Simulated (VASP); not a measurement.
# La8CS8O2 in VASP: further runs

Runs on La8CS8O2. Level: PBE+D3(BJ). Tasks: single point.

All numbers are computed with VASP 6.6.1; they aren't measurements. Logs are shortened: lines on timing, memory, paths and dates and some standing lists are left out, and cuts for length are marked.

**1. The cell of the first run**

The cell holds a slab with vacuum, 19 atoms: a = 8.185 Å, b = 8.185 Å, c = 18.013 Å, α = 90.00°, β = 90.00°, γ = 60.00°.

**2. Single point, PBE+D3(BJ)**

INCAR

```
ALGO     = Normal         # electronic algorithm
EDIFF    = 1E-6           # SCF threshold, eV
ENCUT    = 520            # plane-wave cutoff, eV
GGA      = PE             # functional
ISIF     = 2              # what is computed and relaxed
ISMEAR   = 0              # smearing method
IVDW     = 12             # dispersion correction
LASPH    = T              # aspherical terms in the spheres
LCHARG   = T              # write CHGCAR
LELF     = T              # ELF
LREAL    = Auto         
LVHAR    = T            
LWAVE    = F              # write WAVECAR
NBANDS   = 91             # bands
NELM     = 60             # most SCF steps
PREC     = Accurate       # precision mode
SIGMA    = 0.05           # smearing width, eV
```

KPOINTS

```
k-points
0
Gamma
  2 2 1
```

POSCAR

```
La8CS8O2
1.0
    8.1854680000      0.0000000000      0.0000000000
    4.0927340000      7.0888230000      0.0000000000
    0.0000000000      0.0000000000     18.0125550000
La S C O
8 8 1 2
Direct
    0.0000000000      0.0000000000      0.0555168326
   -0.0000000353      0.5000000705      0.0555168326
    0.5000000000      0.0000000000      0.0555168326
    0.4999999647      0.5000000705      0.0555168326
    0.6577464423      0.6704321719      0.2479381187
    0.6680837631      0.1644438012      0.2531440431
    0.1703359527      0.6717415571      0.2496987240
    0.1564614593      0.1883439606      0.2769615415
    0.3280373848      0.8430585726      0.1485735366
    0.3289188882      0.3325305202      0.1511887681
    0.8336912799      0.8335180608      0.1491534655
    0.8395218515      0.3310109450      0.1509076863
   -0.0305797976      0.5540306198      0.3451898412
    0.9947302640      0.9914607827      0.3312781557
    0.5006133062      0.4996107252      0.3280063267
    0.5167115980     -0.0115256087      0.3304686093
    0.3242508880      0.4197543090      0.4910252876
    0.0883545339      0.3439915202      0.3831770118
    0.4344707177      0.2710464064      0.5080864430
```

Potentials or basis: VASP PAW PBE potentials, release 64 (La, S, C, O).

Launch:

```bash
$ cat potpaw_PBE.64/La/POTCAR potpaw_PBE.64/S/POTCAR potpaw_PBE.64/C/POTCAR potpaw_PBE.64/O/POTCAR > POTCAR
$ mpirun -np 1 vasp_std > vasp.out
```

OUTCAR:

```text
EDIFF = 1E-6
   ENCUT = 520
   GGA = PE
   ISIF = 2
   ISMEAR = 0
   IVDW = 12
   LASPH = T
   LREAL = Auto
   NELM = 60
   PREC = Accurate
 IVDW          = 12

 ion  position               nearest neighbor table
   1  0.000  0.000  0.056-   9 2.87  11 2.90  12 2.91
   2  1.000  0.500  0.056-  10 2.90  12 2.90  11 2.90
   3  0.500  0.000  0.056-   9 2.87  11 2.91  10 2.92
   4  0.500  0.500  0.056-   9 2.95  10 2.95  12 2.96
   5  0.658  0.670  0.248-  16 2.70  15 2.74  13 2.84   9 2.94  12 2.98  11 2.99
   6  0.668  0.164  0.253-  16 2.71  14 2.71  15 2.73  11 3.00  12 3.02  10 3.03
   7  0.170  0.672  0.250-  14 2.70  15 2.73  13 2.86   9 2.96  10 2.99  11 3.00
   8  0.156  0.188  0.277-  18 2.21  14 2.73  16 2.73  13 2.87  10 3.19  12 3.20
   9  0.328  0.843  0.149-   1 2.87   3 2.87   5 2.94   4 2.95   7 2.96
  10  0.329  0.333  0.151-   2 2.90   3 2.92   4 2.95   7 2.99   6 3.03   8 3.19
  11  0.834  0.834  0.149-   1 2.90   2 2.90   3 2.91   5 2.99   7 3.00   6 3.00
  12  0.840  0.331  0.151-   2 2.90   1 2.91   4 2.96   5 2.98   6 3.02   8 3.20
  13  0.969  0.554  0.345-  18 1.64   5 2.84   7 2.86   8 2.87
  14  0.995  0.991  0.331-   7 2.70   6 2.71   8 2.73
  15  0.501  0.500  0.328-   6 2.73   7 2.73   5 2.74
  16  0.517  0.988  0.330-   5 2.70   6 2.71   8 2.73
  17  0.324  0.420  0.491-  19 1.14
  18  0.088  0.344  0.383-  13 1.64   8 2.21
  19  0.434  0.271  0.508-  17 1.14

  LATTYP: Found a hexagonal cell.
 ALAT       =     8.1854678009
 C/A-ratio  =     2.2005529113

  Lattice vectors:

 A1 = (  -4.0927340000,  -7.0888230000,   0.0000000000)
 A2 = (   8.1854680000,   0.0000000000,   0.0000000000)
 A3 = (   0.0000000000,   0.0000000000,  18.0125550000)

Analysis of symmetry for initial positions (statically):
=====================================================================
 Subroutine PRICEL returns:
 Original cell was already a primitive cell.

 Routine SETGRP: Setting up the symmetry group for a
 hexagonal supercell.

 Subroutine GETGRP returns: Found  1 space group operations
 (whereof  1 operations were pure point group operations)
 out of a pool of 24 trial point group operations.

The static configuration has the point symmetry C_1 .

Analysis of symmetry for dynamics (positions and initial velocities):
=====================================================================
 Subroutine PRICEL returns:
 Original cell was already a primitive cell.

 Routine SETGRP: Setting up the symmetry group for a
 hexagonal supercell.

 Subroutine GETGRP returns: Found  1 space group operations
 (whereof  1 operations were pure point group operations)
 out of a pool of 24 trial point group operations.

The dynamic configuration has the point symmetry C_1 .

 Subroutine INISYM returns: Found  1 space group operations
 (whereof  1 operations are pure point group operations),
 and found     1 'primitive' translations

----------------------------------------------------------------------------------------

                                     Primitive cell

  volume of cell :    1045.1845

  direct lattice vectors                    reciprocal lattice vectors
     8.185468000  0.000000000  0.000000000     0.122167725 -0.070533571  0.000000000
     4.092734000  7.088823000  0.000000000     0.000000000  0.141067142  0.000000000
     0.000000000  0.000000000 18.012555000     0.000000000  0.000000000  0.055516833

  length of vectors
     8.185468000  8.185467801 18.012555000     0.141067138  0.141067142  0.055516833

  position of ions in fractional coordinates (direct lattice)
     0.000000000  0.000000000  0.055516833
     0.999999965  0.500000071  0.055516833
     0.500000000  0.000000000  0.055516833
     0.499999965  0.500000071  0.055516833
     0.657746442  0.670432172  0.247938119
     0.668083763  0.164443801  0.253144043
[... 11 lines left out ...]
     0.088354534  0.343991520  0.383177012
     0.434470718  0.271046406  0.508086443

  ion indices of the primitive-cell ions
   primitive index   ion index
                 1           1
                 2           2
                 3           3
                 4           4
                 5           5
                 6           6
[... 11 lines left out ...]
                18          18
                19          19

----------------------------------------------------------------------------------------

 KPOINTS: k-points

Automatic generation of k-mesh.
 Grid dimensions read from file:
 generate k-points for:    2    2    1

 Generating k-lattice:

  Cartesian coordinates                     Fractional coordinates (reciprocal lattice)
     0.061083862 -0.035266785  0.000000000     0.500000000  0.000000000  0.000000000
     0.000000000  0.070533571  0.000000000     0.000000000  0.500000000  0.000000000
     0.000000000  0.000000000  0.055516833     0.000000000  0.000000000  1.000000000

  Length of vectors
     0.070533569  0.070533571  0.055516833

  Shift w.r.t. Gamma in fractional coordinates (k-lattice)
     0.000000000  0.000000000  0.000000000

 Subroutine IBZKPT returns following result:
 ===========================================

 Found      4 irreducible k-points:

 Following reciprocal coordinates:
            Coordinates               Weight
  0.000000  0.000000  0.000000      1.000000
  0.500000  0.000000  0.000000      1.000000
  0.500000  0.500000  0.000000      1.000000
  0.000000  0.500000  0.000000      1.000000
   k-points           NKPTS =      4   k-points in BZ     NKDIM =      4   number of bands    NBANDS=     91
   number of dos      NEDOS =    301   number of ions     NIONS =     19
   total plane-waves  NPLWV = 573440
   dimension x,y,z NGX =    64 NGY =   64 NGZ =  140
   dimension x,y,z NGXF=   128 NGYF=  128 NGZF=  280
   ions per type =               8   8   1   2
   NGX,Y,Z   is equivalent  to a cutoff of  13.00, 13.00, 12.92 a.u.
   NGXF,Y,Z  is equivalent  to a cutoff of  26.00, 26.00, 25.84 a.u.
 SYSTEM =  unknown system
   PREC   = accura    normal or accurate (medium, high low for compatibility)
   ISTART =      0    job   : 0-new  1-cont  2-samecut
   ICHARG =      2    charge: 1-file 2-atom 10-const
   ISPIN  =      1    spin polarized calculation?
   LNONCOLLINEAR =      F non collinear calculations
   LSORBIT =      F    spin-orbit coupling
   LASPH  =      T    aspherical Exc in radial PAW
   ENCUT  =  520.0 eV  38.22 Ry    6.18 a.u.  15.22 15.22 33.49*2*pi/ulx,y,z
   NELM   =     60;   NELMIN=  2; NELMDL= -5     # of ELM steps
   EDIFF  = 0.1E-05   stopping-criterion for ELM
   LREAL  =      T    real-space projection
   EDIFFG = 0.1E-04   stopping-criterion for IOM
   NSW    =      0    number of steps for IOM
   IBRION =     -1    ionic relax: 0-MD 1-quasi-New 2-CG
   NFREE  =      0    steps in history (QN), initial steepest desc. (CG)
   ISIF   =      2    stress and relaxation
   ISYM   =      2    0-nonsym 1-usesym 2-fastsym
   POTIM  = 0.5000    time-step for ionic-motion
   TEBEG  =    0.0;   TEEND  =   0.0 temperature during run
   PSTRESS=    0.0 pullay stress
   NELECT =     152.0000    total number of electrons
   NUPDOWN=      -1.0000    fix difference up-down
   EMIN   =  10.00;   EMAX   =-10.00  energy-range for DOS
   EFERMI =   0.00;   METHOD = LEGACY
   ISMEAR =     0;   SIGMA  =   0.05  broadening in eV -4-tet -1-fermi 0-gaus
   EFERMI_NEDOS =   21; number of points for ismear=-14 and -15
   IALGO  =     38    algorithm
   IMIX   =      4    mixing-type and parameters
     AMIX     =   0.40;   BMIX     =  1.00
     AMIX_MAG =   1.60;   BMIX_MAG =  1.00
  volume/ion in A,a.u.               =      55.01       371.22
  Fermi-wavevector in a.u.,A,eV,Ry     =   0.860911  1.626886 10.084205  0.741168
  Thomas-Fermi vector in A             =   1.978486
   LORBIT       =      0    0 simple, 1 ext, 2 COOP (PROOUT), +10 PAW based schemes
   GGA     = PE    functional components
   LHFCALC =     F    Hartree Fock is set to
   AEXX    =    0.0000 exact exchange contribution
   IVDW    =    12    specifies the selected vdW correction
   LEPSILON=     F    determine dielectric tensor
   LRPA    =     F    only Hartree local field effects (RPA)
 non-spin polarized calculation
 Gauss-broadening in eV      SIGMA  =   0.05
  energy-cutoff  :      520.00
  volume of cell :     1045.18
 maximum number of plane-waves:     28207
 NGX is ok and might be reduce to    64
   NGX = 31   NGY = 31   NGZ = 67

 number of electron     152.0000004 magnetization

 Free energy of the ion-electron system (eV)
  ---------------------------------------------------
  ext. energy  EPLUGINS =         0.00000000
  ---------------------------------------------------
  free energy    TOTEN  =      -116.75169181 eV

  energy without entropy =     -116.69108113  energy(sigma->0) =     -116.72138647

 E-fermi :   0.7841     XC(G=0):  -5.2615

 val. band max:        0.7656693340   @ k =   0.5000   0.5000   0.0000
 cond. band min:       0.7993962034   @ k =   0.5000   0.5000   0.0000
 fundamental gap:      0.0337268694
 Fermi energy:         0.7841208129

 k-point     1 :       0.0000    0.0000    0.0000
  band No.  band energies     occupation
      1     -32.7629      2.00000
      2     -32.6764      2.00000
      3     -32.6433      2.00000
      4     -32.6279      2.00000
      5     -31.5097      2.00000
      6     -31.4604      2.00000
[... 80 lines left out ...]
     87       1.9167      0.00000
     88       1.9225      0.00000

 k-point     2 :       0.5000    0.0000    0.0000
  band No.  band energies     occupation
      1     -32.7592      2.00000
      2     -32.6738      2.00000
      3     -32.6449      2.00000
      4     -32.6328      2.00000
      5     -31.4982      2.00000
      6     -31.4682      2.00000
[... 80 lines left out ...]
     87       1.9383      0.00000
     88       1.9455      0.00000

 k-point     3 :       0.5000    0.5000    0.0000
  band No.  band energies     occupation
      1     -32.7591      2.00000
      2     -32.6750      2.00000
      3     -32.6410      2.00000
      4     -32.6357      2.00000
      5     -31.4986      2.00000
      6     -31.4677      2.00000
[... 80 lines left out ...]
     87       1.9324      0.00000
     88       1.9443      0.00000

 k-point     4 :       0.0000    0.5000    0.0000
  band No.  band energies     occupation
      1     -32.7596      2.00000
      2     -32.6682      2.00000
      3     -32.6547      2.00000
      4     -32.6283      2.00000
      5     -31.5026      2.00000
      6     -31.4588      2.00000
[... 80 lines left out ...]
     87       1.9282      0.00000
     88       1.9442      0.00000
 [bands above 88 left out]

------------------------ aborting loop because EDIFF is reached ----------------------------------------

 Edisp (eV)   -4.43288

 E8    (eV) :    -2.1788

  FORCE on cell =-STRESS in cart. coord.  units (eV):
  Direction    XX          YY          ZZ          XY          YZ          ZX
  --------------------------------------------------------------------------------------
  -------------------------------------------------------------------------------------
  Total       2.64964     3.57263    -0.73280    -0.22418    -0.21742     0.08145
  in kB       4.06167     5.47653    -1.12332    -0.34365    -0.33329     0.12486
  external pressure =        2.80 kB  Pullay stress =        0.00 kB

 VOLUME and BASIS-vectors are now :
 -----------------------------------------------------------------------------
  energy-cutoff  :      520.00
  volume of cell :     1045.18
      direct lattice vectors                 reciprocal lattice vectors
     8.185468000  0.000000000  0.000000000     0.122167725 -0.070533571  0.000000000
     4.092734000  7.088823000  0.000000000     0.000000000  0.141067142  0.000000000
     0.000000000  0.000000000 18.012555000     0.000000000  0.000000000  0.055516833

 POSITION                                       TOTAL-FORCE (eV/Angst)
 -----------------------------------------------------------------------------------
      0.00000      0.00000      1.00000        -0.066316     -0.042248      0.056591
     10.23183      3.54441      1.00000         0.005856      0.091612      0.058045
      4.09273      0.00000      1.00000         0.063952     -0.029349      0.046635
      6.13910      3.54441      1.00000        -0.006127     -0.022012     -0.119608
      8.12786      4.75258      4.46600        -0.007455      0.005469     -0.004734
      6.14160      1.16571      4.55977        -0.001651     -0.000469      0.004627
[... 11 lines left out ...]
      2.13109      2.43850      6.90200        -0.006919      0.052626     -0.059292
      4.66567      1.92140      9.15193         0.235100     -0.842136      0.243439
 -----------------------------------------------------------------------------------
    total drift:                                0.001793      0.006740      0.002199

  FREE ENERGIE OF THE ION-ELECTRON SYSTEM (eV)
  ---------------------------------------------------
  free  energy   TOTEN  =      -121.1845708981 eV

  energy  without entropy=     -121.1239602247  energy(sigma->0) =     -121.15426556
```

It took 39 min on 1 thread of Intel Xeon Platinum 8488C (Sapphire Rapids), shared host; peak memory 1.1 GiB.

What came out:

| Property | Result |
| --- | --- |
| Free energy | -121.1846 eV |
| Largest force | 0.917 eV/Å |
| Band gap on the k mesh | 0.03 eV |
| Dispersion energy per atom | -0.233 eV |

Forces in eV/Å, atoms in the order of the input:
```
La  -0.066 -0.042  0.057
La   0.006  0.092  0.058
La   0.064 -0.029  0.047
La  -0.006 -0.022 -0.120
La  -0.007  0.005 -0.005
La  -0.002  0.000  0.005
La   0.005  0.002 -0.003
La   0.004  0.007  0.026
S    0.000 -0.003 -0.006
S    0.003  0.001 -0.001
S   -0.001 -0.002  0.001
S   -0.001  0.000 -0.003
S    0.009 -0.064  0.039
S    0.000 -0.004 -0.011
S    0.000 -0.001 -0.012
S   -0.001  0.001 -0.008
C   -0.234  0.851 -0.248
O   -0.007  0.053 -0.059
O    0.235 -0.842  0.243
```

Levels at points of the mesh, in eV from the valence-band top:
| k point | band 74 | band 75 | band 76 | band 77 | band 78 | band 79 |
| --- | --- | --- | --- | --- | --- | --- |
| (0.00, 0.00, 0.00) | -0.45 | -0.42 | -0.40 | 0.47 | 0.55 | 0.56 |
| (0.50, 0.00, 0.00) | -0.30 | -0.01 | 0.00 | 0.04 | 0.05 | 0.15 |
| (0.50, 0.50, 0.00) | -0.30 | 0.00 | 0.00 | 0.03 | 0.05 | 0.15 |
| (0.00, 0.50, 0.00) | -0.31 | -0.08 | 0.00 | 0.04 | 0.07 | 0.18 |

Caveat: the k points lie up to 0.44 Å⁻¹ apart; there is no dipole correction, which matters where the two faces differ; semilocal functionals underestimate gaps, and a narrow one can read as zero; spin-orbit coupling is left out, which moves the levels of the heavy elements.

(Part 1 of 2 ends here.)
